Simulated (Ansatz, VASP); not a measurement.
One calculation of MgI2, two programs

Contents of INCAR:

```
SYSTEM = MgI2
PREC = Accurate
ENCUT = 520
EDIFF = 1E-6
ISMEAR = 0
SIGMA = 0.05
LREAL = .FALSE.
LASPH = .TRUE.
NELM = 60
ALGO = Normal
ISIF = 2
LWAVE = .FALSE.
LCHARG = .FALSE.
GGA = PE
NBANDS = 15
```

KPOINTS

```
Automatic mesh
0
G
  6 6 4
  0 0 0
```

File POSCAR:

```
MgI2
1.0
    4.1537001214      0.0000000000      0.0000000000
   -2.0768500607      3.5972098248      0.0000000000
    0.0000000000      0.0000000000      6.8620000000
Mg I
1 2
Direct
   -0.0312742391     -0.0625484781      0.0327892743
    0.3333333333      0.6666666667      0.7576300000
    0.6666666667      0.3333333333      0.2423700000
```

Input for Ansatz:

```yaml
crystal:
  lattice:
    - [4.1537001214, 0.0, 0.0]
    - [-2.0768500607, 3.5972098248, 0.0]
    - [0.0, 0.0, 6.862]
  atoms:
    - { symbol: Mg, position: [-0.0312742391, -0.0625484781, 0.0327892743] }
    - { symbol: I, position: [0.3333333333, 0.6666666667, 0.75763] }
    - { symbol: I, position: [0.6666666667, 0.3333333333, 0.24237] }
basis:
  ecutwfc: 420
kpoints:
  mp_grid: { grid: [6, 6, 4] }
hamiltonian:
  xc: pbe
scf:
  occupations: { method: gaussian, width: 0.05 }
output:
  forces: true
  stress: true
  eigenvalues: true
```

Alike in both runs: task single point; functional PBE; k mesh 6 × 6 × 4; occupations gaussian, width 0.05 eV; no spin polarisation.

|  | VASP | Ansatz |
| --- | --- | --- |
| version | VASP 6.6.1 | Ansatz 0.2.0 |
| potentials or method | VASP PAW PBE potentials, release 64 (Mg, I), cutoff 520 eV | scalar-relativistic, plane waves, PAW |
| valence electrons in the cell | 16 | 44 |

```tsv
	VASP	Ansatz	Ansatz less VASP
gap on the k mesh at the Fermi level (eV)	3.01	3.03	+0.017
least direct gap on the mesh (eV)	3.12	3.14	+0.015
pressure (GPa)	2.2	2.2	+0.05
traceless stress, the component that is largest in VASP (GPa)	-1.62	-1.61	+0.007
rms of the force components (eV/Å)	0.704	0.704	-0.0001
```

Atom by atom the forces differ by 0.004 eV/Å (rms over components). VASP's potentials hold 16 valence electrons a cell and Ansatz's 44, so a difference there can come from the potentials and not from the codes.

Neither program's run includes spin-orbit coupling.
